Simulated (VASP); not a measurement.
Set up this calculation in VASP 6.6.1, as the native input.

```
Task                   : single point
Functional             : PBE
Potentials or basis    : VASP PAW PBE potentials, release 64 (Ag, B)
Cutoff                 : 520 eV
k mesh                 : 18 × 18 × 6
Occupations            : gaussian, width 0.1 eV
Spin                   : no spin polarisation
Dipole correction      : no
Further INCAR settings : ALGO = Fast; EDIFF = 1e-06; NBANDS = 26
```

The structure of Ag3B lies in POSCAR:

```
Ag3B
1.0
    3.0071055186      0.0000000000      0.0000000000
   -1.5035527593      2.6042297710      0.0000000000
    0.0000000000      0.0000000000      7.8006282902
Ag B
3 1
Direct
    0.6666666667      0.3333333333      0.5000000000
    0.3333333333      0.6666666667      0.1928552066
    0.3333333333      0.6666666667      0.8071447934
    0.6666666667      0.3333333333      0.0000000000
```

These files were run (other wordings do the same):

INCAR

```
SYSTEM = Ag3B
PREC = Accurate ; ENCUT = 520
EDIFF = 1E-6 ; ISMEAR = 0
SIGMA = 0.1 ; LREAL = .FALSE.
LASPH = .TRUE. ; NELM = 60
ALGO = Fast ; ISIF = 2
LWAVE = .FALSE. ; LCHARG = .TRUE.
GGA = PE ; LELF = .TRUE.
LVHAR = .TRUE. ; NBANDS = 26
```

KPOINTS

```
regular mesh
0
G
  18 18 6
  0 0 0
```

Potentials or basis: VASP PAW PBE potentials, release 64 (Ag, B).

The run is started by

```sh
$ cat potpaw_PBE.64/Ag/POTCAR potpaw_PBE.64/B/POTCAR > POTCAR
$ mpirun -np 1 vasp_std > vasp.out
```

Results of the run:

```
Pressure               : -0.1 GPa
Largest force          : 0.009 eV/Å
Band gap on the k mesh : zero (bands 18 and 19 overlap by 2.13 eV)
```

It took 7 min on 1 thread of Oxide Virtual Turin-like Processor, on a shared host, peak memory 0.29 GiB.
